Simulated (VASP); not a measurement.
Here is a VASP 6.6.1 calculation.

Contents of POSCAR:

```
AgCl
1.0
    0.0000000000      2.8275623070      2.8275623070
    2.8275623070      0.0000000000      2.8275623070
    2.8275623070      2.8275623070      0.0000000000
Ag Cl
1 1
Direct
    0.0000000000      0.0000000000      0.0000000000
    0.5000000000      0.5000000000      0.5000000000
```

Contents of INCAR.step1:

```
SYSTEM = AgCl
ALGO = Normal
EDIFF = 1E-4
ENCUT = 520
GGA = PE
ISMEAR = 0
LASPH = .True.
LCHARG = .False.
LREAL = .False.
LWAVE = .True.
NBANDS = 16
NELM = 100
PREC = Accurate
SIGMA = 0.01
```

Contents of INCAR.step2:

```
SYSTEM = AgCl
ALGO = Normal
EDIFF = 1E-6
ENCUT = 520
ISIF = 2
ISMEAR = 0
ISTART = 1
LASPH = .True.
LCHARG = .False.
LMIXTAU = .True.
LREAL = .False.
LWAVE = .False.
METAGGA = R2SCAN
NBANDS = 16
NELM = 100
PREC = Accurate
SIGMA = 0.01
```

KPOINTS

```
k-points
0
Gamma
  6 6 6
  0 0 0
```

Potentials or basis: VASP PAW PBE potentials, release 64 (Ag, Cl).

Command:

```bash
$ cat potpaw_PBE.64/Ag/POTCAR potpaw_PBE.64/Cl/POTCAR > POTCAR
$ cp INCAR.step1 INCAR
$ mpirun -np 1 vasp_std > vasp.out
$ cp INCAR.step2 INCAR
$ mpirun -np 1 vasp_std > vasp.out
```

Q: Predict the band gap on the k mesh.

A: 1.43 eV, indirect (least direct gap 3.59 eV).

Q: Estimate the pressure.

A: -2.6 GPa.

Caveat: the PAW data sets were made with another functional, which shifts forces and pressure a little. A k mesh can miss the band edges.
